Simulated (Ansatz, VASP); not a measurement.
## One calculation of Sn2Te3O, two programs

```
Sn Te O
1.0
     4.26121    0.00000    0.00000
     0.00000    4.26121    0.00000
     0.00000    0.00000   10.15387
Sn Te O
2 3 1
Cartesian
  2.1306 2.1306 7.0455
  0.0000 0.0000 4.3900
  2.1306 0.0000 9.5876
  0.0000 2.1306 9.5876
  2.1306 2.1306 3.6308
  0.0000 0.0000 6.3739
```

Change from the starting cell: species swapped into the Zr2As3S type (P4mm, No. 99).

Alike in both runs: functional PBE; k mesh 10 × 10 × 4; occupations gaussian, width 0.1 eV; no spin polarisation.

Ansatz relaxed the structure, and its values are those at the end. VASP's run is a single point on that final structure, the one shown.

|  | VASP | Ansatz |
| --- | --- | --- |
| version | VASP 6.6.1 | Ansatz 0.2.0 |
| potentials or method | VASP PAW PBE potentials, release 64 (Sn_d, Te, O), cutoff 600 eV | scalar-relativistic, plane waves, PAW |
| valence electrons in the cell | 52 | 82 |

```csv
,VASP,Ansatz,Ansatz less VASP
gap on the k mesh at the Fermi level (eV),none,none,-
pressure (GPa),0.0,0.0,-0.01
rms of the force components (eV/Å),0.029,0.000,-0.0285
```

A gap of «none» marks a metal or a gap that the smearing closes. The functional is the same, so the differences come from potentials, cutoffs and numerics. VASP's potentials hold 52 valence electrons a cell and Ansatz's 82, so a difference there can come from the potentials and not from the codes.

Spin-orbit coupling is off throughout.
